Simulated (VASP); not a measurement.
Input of a VASP 6.6.1 run:

File INCAR:

```
SYSTEM = Cs3SI
PREC     = Accurate       ! precision mode
ENCUT    = 520            ! plane-wave cutoff, eV
EDIFF    = 1E-7           ! SCF threshold, eV
ISMEAR   = 0              ! smearing method
SIGMA    = 0.1            ! smearing width, eV
LREAL    = .FALSE.        ! projectors in reciprocal space
LASPH    = .TRUE.         ! aspherical terms in the spheres
NELM     = 100            ! most SCF steps
ALGO     = Normal         ! electronic algorithm
ISIF     = 2              ! what is computed and relaxed
LWAVE    = .FALSE.        ! write WAVECAR
LCHARG   = .FALSE.        ! write CHGCAR
GGA      = PE             ! functional
NBANDS   = 51             ! bands
```

File KPOINTS:

```
regular mesh
0
G
  2 2 1
  0 0 0
```

File POSCAR:

```
Cs3SI
1.0
    0.2176375883      6.6598138924      0.2124344275
    0.2193129958      0.2183969812      6.6575853931
   13.3157916902      0.4484680193      0.4401026113
Cs S I
6 2 2
Direct
    0.6108402239      0.4511522866      0.0011238782
    0.6098763200      0.4505871408      0.5012177662
    0.0027240542      0.6097677755      0.2255540360
    1.0019988106      0.6111340257      0.7253438144
    0.4518441833      0.0018142984      0.3050117912
    0.4507491949      0.0027106665      0.8057434692
    0.4988561886      0.4982299889      0.2492302744
    0.4981006930      0.4991944739      0.7493552920
   -0.0622335101     -0.0623885356      0.4684703515
   -0.0627561587     -0.0622021207     -0.0310506730
```

Potentials or basis: VASP PAW PBE potentials, release 64 (Cs_sv, S, I).

Launch:

```console
$ cat potpaw_PBE.64/Cs_sv/POTCAR potpaw_PBE.64/S/POTCAR potpaw_PBE.64/I/POTCAR > POTCAR
$ mpirun -np 1 vasp_std > vasp.out
```

Task: What does it give for the largest force?

Result: 0.007 eV/Å.

Task: Estimate the band gap on the k mesh.

Result: 1.30 eV.

Task: What does it give for the pressure?

Result: 0.0 GPa.

Forces in eV/Å, atoms in the order of the input:
```
Cs  -0.002  0.005 -0.002
Cs  -0.003  0.006 -0.001
Cs  -0.002 -0.003  0.005
Cs  -0.001 -0.002  0.005
Cs   0.006 -0.003 -0.002
Cs   0.003 -0.001 -0.003
S   -0.001 -0.001 -0.001
S   -0.001 -0.001 -0.002
I    0.001  0.000  0.000
I    0.000  0.001  0.001
```

Caveat: the k points lie up to 0.47 Å⁻¹ apart; spin-orbit coupling is left out, which moves the levels of the heavy elements. Expect the measured gap to be larger: semilocal functionals such as PBE lack the derivative discontinuity.
